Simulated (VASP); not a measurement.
# Ti4AlC3 (P6_3/mmc) in VASP: single point with PBE

Aim: the single point of Ti4AlC3 with PBE.

Everything below comes from runs of VASP 6.6.1. Logs are shortened: lines on timing, memory, paths and dates and some standing lists are left out, and cuts for length are marked.

### Step 1. The cell of the first run

The structure is hexagonal, space group P6_3/mmc (No. 194). Conventional cell: a = 3.082 Å, b = 3.082 Å, c = 23.586 Å, α = 90.00°, β = 90.00°, γ = 120.00°. Within 2.8 Å of Ti (site symmetry 3m) lie 6 C at 2.15 to 2.23 Å. Ti (site symmetry 3m) has 3 C at 2.07 Å within 2.7 Å. Within 3.8 Å of Al (site symmetry -6m2) lie 6 Ti at 2.90 Å and 6 Al at 3.08 Å and 6 C at 3.79 Å. Within 2.8 Å of C (site symmetry -3m) lie 6 Ti at 2.15 Å. C (site symmetry 3m) has 6 Ti at 2.07 to 2.23 Å within 2.7 Å.

### Step 2. Single point, PBE

Contents of INCAR:

```
PREC = Accurate
ENCUT = 520
EDIFF = 1E-6
ISMEAR = 0
SIGMA = 0.1
LREAL = Auto
LASPH = True
NELM = 80
ALGO = Normal
ISIF = 2
LWAVE = False
LCHARG = False
GGA = PE
NBANDS = 77
```

Contents of KPOINTS:

```
Automatic mesh
0
Gamma
  15 15 2
```

Contents of POSCAR:

```
Ti4AlC3
1.0
    3.0819732920      0.0000000000      0.0000000000
   -1.5409866460      2.6690671646      0.0000000000
    0.0000000000      0.0000000000     23.5855209217
Ti Al C
8 2 6
Direct
    0.3333333333      0.6666666667      0.0508887223
    0.6666666667      0.3333333333      0.9491112777
    0.6666666667      0.3333333333      0.5508887223
    0.3333333333      0.6666666667      0.4491112777
    0.0000000000      0.0000000000      0.1528882649
    0.0000000000      0.0000000000      0.8471117351
    0.0000000000      0.0000000000      0.6528882649
    0.0000000000      0.0000000000      0.3471117351
    0.3333333333      0.6666666667      0.2500000000
    0.6666666667      0.3333333333      0.7500000000
    0.0000000000      0.0000000000      0.0000000000
    0.0000000000      0.0000000000      0.5000000000
    0.6666666667      0.3333333333      0.1079700852
    0.3333333333      0.6666666667      0.8920299148
    0.3333333333      0.6666666667      0.6079700852
    0.6666666667      0.3333333333      0.3920299148
```

Potentials or basis: VASP PAW PBE potentials, release 64 (Ti_sv, Al, C).

Launch:

```
cat potpaw_PBE.64/Ti_sv/POTCAR potpaw_PBE.64/Al/POTCAR potpaw_PBE.64/C/POTCAR > POTCAR
mpirun -np 1 vasp_std > vasp.out
```

OUTCAR:

```text
PREC = Accurate
   ENCUT = 520
   EDIFF = 1E-6
   ISMEAR = 0
   LREAL = Auto
   LASPH = True
   NELM = 80
   ISIF = 2
   GGA = PE

 ion  position               nearest neighbor table
   1  0.333  0.667  0.051-  11 2.15  11 2.15  11 2.15  13 2.23  13 2.23  13 2.23
   2  0.667  0.333  0.949-  11 2.15  11 2.15  11 2.15  14 2.23  14 2.23  14 2.23
   3  0.667  0.333  0.551-  12 2.15  12 2.15  12 2.15  15 2.23  15 2.23  15 2.23
   4  0.333  0.667  0.449-  12 2.15  12 2.15  12 2.15  16 2.23  16 2.23  16 2.23
   5  0.000  0.000  0.153-  13 2.07  13 2.07  13 2.07   9 2.90   9 2.90   9 2.90
   6  0.000  0.000  0.847-  14 2.07  14 2.07  14 2.07  10 2.90  10 2.90  10 2.90
[... 8 lines left out ...]
  15  0.333  0.667  0.608-   7 2.07   7 2.07   7 2.07   3 2.23   3 2.23   3 2.23
  16  0.667  0.333  0.392-   8 2.07   8 2.07   8 2.07   4 2.23   4 2.23   4 2.23

  LATTYP: Found a hexagonal cell.
 ALAT       =     3.0819732920
 C/A-ratio  =     7.6527337154

  Lattice vectors:

 A1 = (   3.0819732920,   0.0000000000,   0.0000000000)
 A2 = (  -1.5409866460,   2.6690671646,   0.0000000000)
 A3 = (   0.0000000000,   0.0000000000,  23.5855209217)

Analysis of symmetry for initial positions (statically):
=====================================================================
 Subroutine PRICEL returns:
 Original cell was already a primitive cell.

 Routine SETGRP: Setting up the symmetry group for a
 hexagonal supercell.

 Subroutine GETGRP returns: Found 24 space group operations
 (whereof 12 operations were pure point group operations)
 out of a pool of 24 trial point group operations.

The static configuration has the point symmetry D_3d.
 The point group associated with its full space group is D_6h.

Analysis of symmetry for dynamics (positions and initial velocities):
=====================================================================
 Subroutine PRICEL returns:
 Original cell was already a primitive cell.

 Routine SETGRP: Setting up the symmetry group for a
 hexagonal supercell.

 Subroutine GETGRP returns: Found 24 space group operations
 (whereof 12 operations were pure point group operations)
 out of a pool of 24 trial point group operations.

The dynamic configuration has the point symmetry D_3d.
 The point group associated with its full space group is D_6h.

 Subroutine INISYM returns: Found 24 space group operations
 (whereof 12 operations are pure point group operations),
 and found     1 'primitive' translations

[... 127 lines left out ...]
   NFREE  =      0    steps in history (QN), initial steepest desc. (CG)
   ISIF   =      2    stress and relaxation
   ISYM   =      2    0-nonsym 1-usesym 2-fastsym
   POTIM  = 0.5000    time-step for ionic-motion
   TEBEG  =    0.0;   TEEND  =   0.0 temperature during run
   PSTRESS=    0.0 pullay stress
   NELECT =     126.0000    total number of electrons
   NUPDOWN=      -1.0000    fix difference up-down
   EMIN   =  10.00;   EMAX   =-10.00  energy-range for DOS
   EFERMI =   0.00;   METHOD = LEGACY
   ISMEAR =     0;   SIGMA  =   0.10  broadening in eV -4-tet -1-fermi 0-gaus
   EFERMI_NEDOS =   21; number of points for ismear=-14 and -15
   IALGO  =     38    algorithm
   IMIX   =      4    mixing-type and parameters
     AMIX     =   0.40;   BMIX     =  1.00
     AMIX_MAG =   1.60;   BMIX_MAG =  1.00
  volume/ion in A,a.u.               =      12.13        81.83
  Fermi-wavevector in a.u.,A,eV,Ry     =   1.417709  2.679081 27.346329  2.009899
  Thomas-Fermi vector in A             =   2.538911
   LORBIT       =      0    0 simple, 1 ext, 2 COOP (PROOUT), +10 PAW based schemes
   GGA     = PE    functional components
   LHFCALC =     F    Hartree Fock is set to
   AEXX    =    0.0000 exact exchange contribution
   IVDW    =     0    specifies the selected vdW correction
   LEPSILON=     F    determine dielectric tensor
   LRPA    =     F    only Hartree local field effects (RPA)
 non-spin polarized calculation
 Gauss-broadening in eV      SIGMA  =   0.10
  energy-cutoff  :      520.00
  volume of cell :      194.01
 maximum number of plane-waves:      5252
 NGX is ok and might be reduce to    24
   NGX = 11   NGY = 11   NGZ = 87

 number of electron     125.9999967 magnetization

 Free energy of the ion-electron system (eV)
  ---------------------------------------------------
  ext. energy  EPLUGINS =         0.00000000
  ---------------------------------------------------
  free energy    TOTEN  =      -138.15479759 eV

  energy without entropy =     -138.13455003  energy(sigma->0) =     -138.14467381

 E-fermi :   8.5869     XC(G=0): -11.8911

 val. band max:        8.5842215983   @ k =   0.1333   0.0667   0.0000
 cond. band min:       8.6160544333   @ k =   0.3333   0.2000   0.0000
 fundamental gap:      0.0318328351
 Fermi energy:         8.5869479530

 k-point     1 :       0.0000    0.0000    0.0000
  band No.  band energies     occupation
      1     -48.0934      2.00000
      2     -48.0934      2.00000
      3     -48.0562      2.00000
      4     -48.0562      2.00000
      5     -48.0191      2.00000
      6     -48.0190      2.00000
[... 1861 lines left out ...]
     74      11.2206      0.00000
     75      11.2589      0.00000

 [... further k-points ...]

 [bands above 75 left out]

------------------------ aborting loop because EDIFF is reached ----------------------------------------

  FORCE on cell =-STRESS in cart. coord.  units (eV):
  Direction    XX          YY          ZZ          XY          YZ          ZX
  --------------------------------------------------------------------------------------
  -------------------------------------------------------------------------------------
  Total        0.0450259      0.0450259      0.0439188      0.0000000      0.0000000     -0.0000000
  in kB        0.3718253      0.3718253      0.3626827      0.0000000      0.0000000     -0.0000000
  external PRESSURE =       0.3687778 kB  Pullay stress =       0.0000000 kB

 VOLUME and BASIS-vectors are now :
 -----------------------------------------------------------------------------
  energy-cutoff  :      520.00
  volume of cell :      194.01
      direct lattice vectors                 reciprocal lattice vectors
     3.081973292  0.000000000  0.000000000     0.324467445  0.187331367  0.000000000
    -1.540986646  2.669067165  0.000000000     0.000000000  0.374662734  0.000000000
     0.000000000  0.000000000 23.585520922     0.000000000  0.000000000  0.042398894

 POSITION                                       TOTAL-FORCE (eV/Angst)
 -----------------------------------------------------------------------------------
     -0.00000      1.77938      1.20024         0.000000     -0.000000     -0.004646
      1.54099      0.88969     22.38528        -0.000000      0.000000      0.004646
      1.54099      0.88969     12.99300         0.000000      0.000000     -0.004646
     -0.00000      1.77938     10.59252        -0.000000     -0.000000      0.004646
      0.00000      0.00000      3.60595        -0.000000      0.000000      0.015080
      0.00000      0.00000     19.97957         0.000000     -0.000000     -0.015080
[... 8 lines left out ...]
     -0.00000      1.77938     14.33929         0.000000      0.000000     -0.001220
      1.54099      0.88969      9.24623        -0.000000     -0.000000      0.001220
 -----------------------------------------------------------------------------------
    total drift:                               -0.000000      0.000000     -0.000000

  FREE ENERGIE OF THE ION-ELECTRON SYSTEM (eV)
  ---------------------------------------------------
  free  energy   TOTEN  =      -138.1547975852 eV

  energy  without entropy=     -138.1345500262  energy(sigma->0) =     -138.14467381
```

Run time: 47 min. Hardware: 1 thread of Intel Xeon 8259CL, shared host; peak memory 0.63 GiB.

What came out:

```yaml
Free_energy: -138.1548 eV
Pressure: 0.0 GPa
Largest_force: 0.015 eV/Å
Band_gap_on_the_k_mesh: zero (bands 63 and 64 overlap by 1.65 eV)
```

Forces in eV/Å, atoms in the order of the input:
```
Ti   0.000  0.000 -0.005
Ti   0.000  0.000  0.005
Ti   0.000  0.000 -0.005
Ti   0.000  0.000  0.005
Ti   0.000  0.000  0.015
Ti   0.000  0.000 -0.015
Ti   0.000  0.000  0.015
Ti   0.000  0.000 -0.015
Al   0.000  0.000  0.000
Al   0.000  0.000  0.000
C    0.000  0.000  0.000
C    0.000  0.000  0.000
C    0.000  0.000 -0.001
C    0.000  0.000  0.001
C    0.000  0.000 -0.001
C    0.000  0.000  0.001
```

Levels at points of the mesh, in eV from the Fermi level:
| k point | band 60 | band 61 | band 62 | band 63 | band 64 | band 65 | band 66 | band 67 | band 68 | band 69 |
| --- | --- | --- | --- | --- | --- | --- | --- | --- | --- | --- |
| (0.00, 0.00, 0.00) | -0.85 | 0.61 | 0.61 | 0.62 | 0.62 | 0.66 | 0.72 | 1.37 | 1.37 | 1.40 |
| (0.00, 0.00, 0.50) | -0.96 | 0.61 | 0.61 | 0.61 | 0.61 | 0.69 | 0.69 | 1.38 | 1.38 | 1.38 |
